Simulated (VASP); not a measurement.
Set up this calculation in VASP 6.6.1, as the native input.

* Task: single point
* Functional: LDA
* Potentials or basis: VASP PAW LDA potentials, release 64 (Ag, Cl)
* Cutoff: 520 eV
* k mesh: 7 × 7 × 7
* Occupations: fermi-dirac, width 0.03 eV
* Spin: no spin polarisation
* Dipole correction: no
* Further INCAR settings: ALGO = Normal; EDIFF = 1e-06; NBANDS = 16

The structure of AgCl (Chlorargyrite) lies in POSCAR:

```
AgCl
1.0
    0.0000000000      2.7350000000      2.7350000000
    2.7350000000      0.0000000000      2.7350000000
    2.7350000000      2.7350000000      0.0000000000
Ag Cl
1 1
Direct
   -0.0900000000     -0.0900000000      0.0900000000
    0.5900000000      0.5900000000      0.4100000000
```

This cell differs from its parent crystal: shortest bond scaled by 0.64.

These files were run (other wordings do the same):

INCAR

```
SYSTEM = AgCl
  PREC = Accurate
  ENCUT = 520
  EDIFF = 1E-6
  ISMEAR = -1
  SIGMA = 0.03
  LREAL = .False.
  LASPH = .True.
  NELM = 60
  ALGO = Normal
  ISIF = 2
  LWAVE = .False.
  LCHARG = .False.
  GGA = CA
  NBANDS = 16
```

KPOINTS

```
Automatic mesh
0
Gamma
  7 7 7
  0 0 0
```

Potentials or basis: VASP PAW LDA potentials, release 64 (Ag, Cl).

Run with:

```bash
$ cat potpaw_LDA.64/Ag/POTCAR potpaw_LDA.64/Cl/POTCAR > POTCAR
$ mpirun -np 1 vasp_std > vasp.out
```

It gave:

```json
{"Pressure": "46.0 GPa", "Largest force": "20.597 eV/Å", "Band gap on the k mesh": "1.48 eV, indirect (least direct gap 1.99 eV)"}
```

Caveat: the cell differs from its parent crystal (shortest bond scaled by 0.64); forces of over 1 eV/Å act on the atoms, so gaps and moduli don't describe the material at rest.

Run time: 52 s on 1 thread of Intel Xeon 8259CL (shared host), peak memory 0.16 GiB.
